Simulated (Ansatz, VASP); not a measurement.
# IrRh4 in VASP and in Ansatz

```
CELL_PARAMETERS angstrom
-3.03364 3.03364 1.91748
3.03364 -3.03364 1.91748
3.03364 3.03364 -1.91748
ATOMIC_POSITIONS crystal
Ir 0.00000 0.00000 0.00000
Rh 0.79932 0.60133 0.40064
Rh 0.20068 0.39867 0.59936
Rh 0.39867 0.79932 0.19799
Rh 0.60133 0.20068 0.80201
```

Alike in both runs: functional PBE; k mesh 12 × 12 × 12; occupations gaussian, width 0.1 eV; no spin polarisation.

Ansatz relaxed the structure, and its values are those at the end. VASP's run is a single point on that final structure, the one shown.

|  | VASP | Ansatz |
| --- | --- | --- |
| version | VASP 6.6.1 | Ansatz 0.2.0 |
| potentials or method | VASP PAW PBE potentials, release 64 (Ir, Rh_pv), cutoff 520 eV | scalar-relativistic, plane waves, PAW |
| valence electrons in the cell | 69 | 85 |

VASP gave:

```
gap on the k mesh at the Fermi level (eV) : none
pressure (GPa)                            : 0.1
rms of the force components (eV/Å)        : 0.002
```

Question: Which values does Ansatz return?

Answer: gap on the k mesh at the Fermi level (eV): none; pressure (GPa): 0.0; rms of the force components (eV/Å): 0.007.

A gap of «none» marks a metal or a gap that the smearing closes. VASP's potentials hold 69 valence electrons a cell and Ansatz's 85, so a difference there can come from the potentials and not from the codes.

Spin-orbit coupling is off throughout.
